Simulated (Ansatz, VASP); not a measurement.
# BaRe in VASP and in Ansatz

File POSCAR:

```
BaRe
1.0
    3.7045746453      0.0000000000      0.0000000000
    0.0000000000      3.7045746453      0.0000000000
    0.0000000000      0.0000000000      3.7045746453
Ba Re
1 1
Direct
    0.0000000000      0.0000000000      0.0000000000
    0.5000000000      0.5000000000      0.5000000000
```

INCAR.step1

```
PREC = Accurate ; ENCUT = 520
ISMEAR = 0 ; SIGMA = 0.05
LREAL = False ; LASPH = True
NELM = 80 ; NBANDS = 16
GGA = PE ; ALGO = Normal
EDIFF = 1E-4 ; LWAVE = True
LCHARG = False
```

File INCAR.step2:

```
PREC = Accurate ; ENCUT = 520
EDIFF = 1E-7 ; ISMEAR = 0
SIGMA = 0.05 ; LREAL = False
LASPH = True ; NELM = 80
ALGO = Normal ; ISIF = 2
LWAVE = False ; LCHARG = False
METAGGA = R2SCAN ; LMIXTAU = True
NBANDS = 16 ; ISTART = 1
```

The input KPOINTS:

```
regular mesh
0
Gamma
  10 10 10
```

Input for Ansatz:

```yaml
crystal:
  lattice:
    - [3.7045746453, 0.0, 0.0]
    - [0.0, 3.7045746453, 0.0]
    - [0.0, 0.0, 3.7045746453]
  atoms:
    - { symbol: Ba, position: [0.0, 0.0, 0.0] }
    - { symbol: Re, position: [0.5, 0.5, 0.5] }
basis:
  ecutwfc: 500
  ecutrho_ratio: 4
kpoints:
  mp_grid: { grid: [10, 10, 10] }
  band_path:
    path:
      - [[0.0, 0.0, 0.0], [0.0, 0.5, 0.0], [0.5, 0.5, 0.0], [0.0, 0.0, 0.0], [0.5, 0.5, 0.5], [0.0, 0.5, 0.0]]
      - [[0.5, 0.5, 0.5], [0.5, 0.5, 0.0]]
    npoints: 14
hamiltonian:
  xc: r2scan
scf:
  occupations: { method: gaussian, width: 0.05 }
  n_extra_bands: 13
output:
  forces: true
  stress: true
  eigenvalues: true
  populations: true
  dos: { projected: true, de: 0.02, nscf_kmesh: { grid: [15, 15, 15] } }
  bader: true
  write_density: true
  write_potential: true
  elf: true
  volumetric_format: npy
```

Alike in both runs: task single point; functional r2SCAN; k mesh 10 × 10 × 10; occupations gaussian, width 0.05 eV; no spin polarisation.

|  | VASP | Ansatz |
| --- | --- | --- |
| version | VASP 6.6.1 | Ansatz 0.2.0 |
| potentials or method | VASP PAW PBE potentials, release 64 (Ba_sv, Re), cutoff 520 eV | scalar-relativistic, plane waves, PAW |
| valence electrons in the cell | 17 | 25 |

```tsv
	VASP	Ansatz	Ansatz less VASP
gap on the k mesh at the Fermi level (eV)	none	none	-
pressure (GPa)	1.9	0.0	-1.89
```

VASP's potentials were made for PBE, not for r2SCAN. A gap of «none» marks a metal or a gap that the smearing closes. VASP's potentials hold 17 valence electrons a cell and Ansatz's 25, so a difference there can come from the potentials and not from the codes.

Spin-orbit coupling is off throughout.
